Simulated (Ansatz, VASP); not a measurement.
**One calculation of PbS, two programs**

INCAR

```
SYSTEM = PbS
PREC = Accurate
ENCUT = 500
EDIFF = 1E-6
ISMEAR = 0
SIGMA = 0.01
LREAL = .FALSE.
LASPH = .TRUE.
NELM = 120
ALGO = Normal
ISIF = 2
LWAVE = .FALSE.
LCHARG = .TRUE.
GGA = PE
LELF = .TRUE.
LVHAR = .TRUE.
NBANDS = 17
GGA_COMPAT = .FALSE.
```

The input KPOINTS:

```
regular mesh
0
G
  3 3 3
  0 0 0
```

The input POSCAR:

```
PbS
1.0
    0.0000000000      2.9657500000      2.9657500000
    2.9657500000      0.0000000000      2.9657500000
    2.9657500000      2.9657500000      0.0000000000
Pb S
1 1
Direct
    0.0011841999     -0.0012983500      0.0002808485
    0.4923466559      0.5083910824      0.4981849092
```

Input for Ansatz:

```yaml
crystal:
  lattice:
    - [0.0, 2.96575, 2.96575]
    - [2.96575, 0.0, 2.96575]
    - [2.96575, 2.96575, 0.0]
  atoms:
    - { symbol: Pb, position: [0.0011841998905789785, -0.0012983499506401951, 0.0002808485278576497] }
    - { symbol: S, position: [0.4923466559011591, 0.5083910823850445, 0.49818490918680763] }
kpoints:
  mp_grid:
    grid: [3, 3, 3]
scf:
  occupations:
    method: fixed
output:
  forces: true
```

Alike in both runs: task single point; functional PBE; k mesh 3 × 3 × 3; no spin polarisation.

|  | VASP | Ansatz |
| --- | --- | --- |
| version | VASP 6.6.1 | Ansatz 0.2.0 |
| potentials or method | VASP PAW PBE potentials, release 64 (Pb_d, S) | plane waves, PAW |
| plane-wave cutoff (eV) | 500 | 420 |
| occupations | gaussian, width 0.01 eV | fixed |
| valence electrons in the cell | 20 | 20 |

```csv
,VASP,Ansatz,Ansatz less VASP
rms of the force components (eV/Å),0.006,0.006,-0.0001
```

Atom by atom the forces differ by 0.000 eV/Å (rms over components).

The k mesh is coarse, so the values compare programs but aren't converged. Spin-orbit coupling is off throughout.
